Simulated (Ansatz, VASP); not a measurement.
**Two plane-wave programs on BaTiO3**

File INCAR:

```
PREC     = Accurate       # precision mode
ENCUT    = 520            # plane-wave cutoff, eV
EDIFF    = 1E-6           # SCF threshold, eV
ISMEAR   = 0              # smearing method
SIGMA    = 0.05           # smearing width, eV
LREAL    = False          # projectors in reciprocal space
LASPH    = True           # aspherical terms in the spheres
NELM     = 60             # most SCF steps
ALGO     = Normal         # electronic algorithm
ISIF     = 2              # what is computed and relaxed
LWAVE    = False          # write WAVECAR
LCHARG   = False          # write CHGCAR
GGA      = PE             # functional
NBANDS   = 28             # bands
```

Contents of KPOINTS:

```
regular mesh
0
Gamma
  8 8 8
```

Contents of POSCAR:

```
BaTiO3
1.0
    4.0192501416      0.0000000000      0.0000000000
    0.0000000000      4.0192501416      0.0000000000
    0.0000000000      0.0000000000      4.0192501416
Ba Ti O
1 1 3
Direct
    0.5000000000      0.5058584699      0.5058584699
    0.0000000000      0.0000000000      0.0000000000
    0.5000000000      0.0000000000      0.0000000000
    0.0000000000      0.5000000000      0.0000000000
    0.0000000000      0.0000000000      0.5000000000
```

Input for Ansatz:

```yaml
crystal:
  lattice:
    - [4.0192501416, 0.0, 0.0]
    - [0.0, 4.0192501416, 0.0]
    - [0.0, 0.0, 4.0192501416]
  atoms:
    - { symbol: Ba, position: [0.5, 0.5058584699, 0.5058584699] }
    - { symbol: Ti, position: [0.0, 0.0, 0.0] }
    - { symbol: O, position: [0.5, 0.0, 0.0] }
    - { symbol: O, position: [0.0, 0.5, 0.0] }
    - { symbol: O, position: [0.0, 0.0, 0.5] }
basis:
  ecutwfc: 420
kpoints:
  mp_grid: { grid: [8, 8, 8] }
hamiltonian:
  xc: pbe
scf:
  occupations: { method: gaussian, width: 0.05 }
output:
  forces: true
  stress: true
  eigenvalues: true
```

Alike in both runs: task single point; functional PBE; k mesh 8 × 8 × 8; occupations gaussian, width 0.05 eV; no spin polarisation.

|  | VASP | Ansatz |
| --- | --- | --- |
| version | VASP 6.6.1 | Ansatz 0.2.0 |
| potentials or method | VASP PAW PBE potentials, release 64 (Ba_sv, Ti_sv, O), cutoff 520 eV | scalar-relativistic, plane waves, PAW |
| valence electrons in the cell | 40 | 40 |

|  | VASP | Ansatz | Ansatz less VASP |
| --- | --- | --- | --- |
| gap on the k mesh at the Fermi level (eV) | 1.72 | 1.78 | +0.064 |
| least direct gap on the mesh (eV) | 1.88 | 1.90 | +0.025 |
| pressure (GPa) | 1.8 | 0.0 | -1.72 |
| rms of the force components (eV/Å) | 0.063 | 0.057 | -0.0055 |

Atom by atom the forces differ by 0.007 eV/Å (rms over components).

Neither program's run includes spin-orbit coupling.
